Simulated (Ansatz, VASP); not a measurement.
GaP: VASP beside Ansatz

The input POSCAR:

```
GaP
1.0
    0.0000000000      2.7253992874      2.6981452945
    2.7253992874      0.0000000000      2.6981452945
    2.7253992874      2.7253992874      0.0000000000
Ga P
1 1
Direct
    0.0000000000      0.0000000000      0.0000000000
    0.2500000000      0.2500000000      0.2500000000
```

Contents of INCAR.step1:

```
SYSTEM = GaP
PREC = Accurate ; ENCUT = 520
ISMEAR = 0 ; SIGMA = 0.01
LREAL = .FALSE. ; LASPH = .TRUE.
NELM = 150 ; MAGMOM = 0 0 0 0 0 0
LSORBIT = .TRUE. ; GGA_COMPAT = .FALSE.
NBANDS = 30 ; GGA = PE
ALGO = Normal ; EDIFF = 1E-4
LWAVE = .TRUE. ; LCHARG = .FALSE.
```

The input INCAR.step2:

```
SYSTEM = GaP
PREC = Accurate ; ENCUT = 520
EDIFF = 1E-6 ; ISMEAR = 0
SIGMA = 0.01 ; LREAL = .FALSE.
LASPH = .TRUE. ; NELM = 150
ALGO = Normal ; ISIF = 2
LWAVE = .FALSE. ; LCHARG = .FALSE.
MAGMOM = 0 0 0 0 0 0 ; LORBIT = 11
LSORBIT = .TRUE. ; GGA_COMPAT = .FALSE.
LORBMOM = .TRUE. ; METAGGA = R2SCAN
LMIXTAU = .TRUE. ; NBANDS = 30
ISTART = 1
```

The input KPOINTS:

```
regular mesh
0
G
  8 8 8
  0 0 0
```

Input for Ansatz:

```yaml
crystal:
  lattice:
    - [0.0, 2.7253992874, 2.6981452945]
    - [2.7253992874, 0.0, 2.6981452945]
    - [2.7253992874, 2.7253992874, 0.0]
  atoms:
    - { symbol: Ga, position: [0.0, 0.0, 0.0] }
    - { symbol: P, position: [0.25, 0.25, 0.25] }
kpoints:
  mp_grid: { grid: [8, 8, 8] }
  band_path:
    path:
      - [0.0, 0.0, 0.0]
      - [-0.5, -0.5, 0.0]
      - [-0.375, -0.375, 0.25]
      - [-0.375, 0.0, 0.375]
      - [0.0, 0.0, 0.5]
      - [-0.5, -0.25, 0.25]
      - [0.424479, 0.424479, 0.0]
    npoints: 1
hamiltonian:
  xc: r2scan
scf:
  occupations: { method: fixed }
  n_extra_bands: 8
magnetization:
  noncollinear: true
  spin_orbit: true
output:
  forces: true
  stress: true
  eigenvalues: true
  write_density: true
  write_potential: true
  elf: true
  volumetric_format: npy
```

Change from the starting cell: uniaxial_z strain -1.0%.

Alike in both runs: task single point; functional r2SCAN; k mesh 8 × 8 × 8; non-collinear spin, spin-orbit coupling.

|  | VASP | Ansatz |
| --- | --- | --- |
| version | VASP 6.6.1 | Ansatz 0.2.0 |
| potentials or method | VASP PAW PBE potentials, release 64 (Ga_d, P) | plane waves, PAW |
| plane-wave cutoff (eV) | 520 | 500 |
| occupations | gaussian, width 0.01 eV | fixed |
| valence electrons in the cell | 18 | 18 |

|  | VASP | Ansatz | Ansatz less VASP |
| --- | --- | --- | --- |
| pressure (GPa) | 0.8 | 0.9 | +0.13 |
| traceless stress, the component that is largest in VASP (GPa) | 0.53 | 0.54 | +0.014 |
| net moment per atom (μB) | 0.00 | 0.00 | 0.000 |

VASP's potentials were made for PBE, not for r2SCAN.
